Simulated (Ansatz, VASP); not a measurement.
Two plane-wave programs on Sn

```xyz
2
Lattice="-0.0693 3.2845 3.2845 3.2845 -0.0693 3.2845 3.2152 3.2152 0.0000" Properties=species:S:1:pos:R:3 pbc="T T T"
Sn    0.0000    0.0000   -0.0227
Sn    1.6076    1.6076    1.6649
```

Change from the starting cell: shear_xy strain -4.2%.

Alike in both runs: task single point; functional PBE; k mesh 6 × 6 × 6; occupations fermi-dirac, width 0.02 eV; no spin polarisation.

```csv
,VASP,Ansatz
version,VASP 6.6.1,Ansatz 0.2.0
potentials or method,"VASP PAW PBE potentials, release 64 (Sn_d)","plane waves, PAW"
plane-wave cutoff (eV),520,420
valence electrons in the cell,28,28
```

```tsv
	VASP	Ansatz	Ansatz less VASP
pressure (GPa)	1.6	1.6	+0.05
traceless stress, the component that is largest in VASP (GPa)	1.04	1.04	+0.002
rms of the force components (eV/Å)	0.011	0.011	+0.0001
```

Atom by atom the forces differ by 0.000 eV/Å (rms over components).
